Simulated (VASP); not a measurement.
# PbO2: single point with PBEsol

Crystal: PbO2.

```xyz
3
Lattice="0.0000 2.7020 2.7020 2.7020 0.0000 2.7020 2.7020 2.7020 0.0000" Properties=species:S:1:pos:R:3 pbc="T T T"
Pb    0.0000    0.0000    0.0000
O     4.0530    4.0530    4.0530
O     1.3510    1.3510    1.3510
```

```
Program                : VASP 6.6.1
Task                   : single point
Functional             : PBEsol
Potentials or basis    : VASP PAW PBE potentials, release 64 (Pb_d, O)
Cutoff                 : 520 eV
k mesh                 : 9 × 9 × 9
Occupations            : fermi-dirac, width 0.05 eV
Spin                   : no spin polarisation
Dipole correction      : no
Further INCAR settings : ALGO = Normal; EDIFF = 1e-06; NBANDS = 20
```

```yaml
Pressure: -5.5 GPa
Band_gap_on_the_k_mesh: zero (bands 13 and 14 overlap by 1.17 eV)
```

Levels at points of the mesh, in eV from the Fermi level:
```csv
k point,band 11,band 12,band 13,band 14,band 15,band 16
"(0.00, 0.00, 0.00)",-1.98,-1.21,-1.21,-1.21,6.84,6.84
```

Wall time 41 s on 1 thread of Intel Xeon 8259CL, on a shared host, peak memory 0.17 GiB.

Caveat: the cell stands under tension; the PAW data sets were made with another functional, which shifts forces and pressure a little; spin-orbit coupling is left out, which moves the levels of the heavy elements.
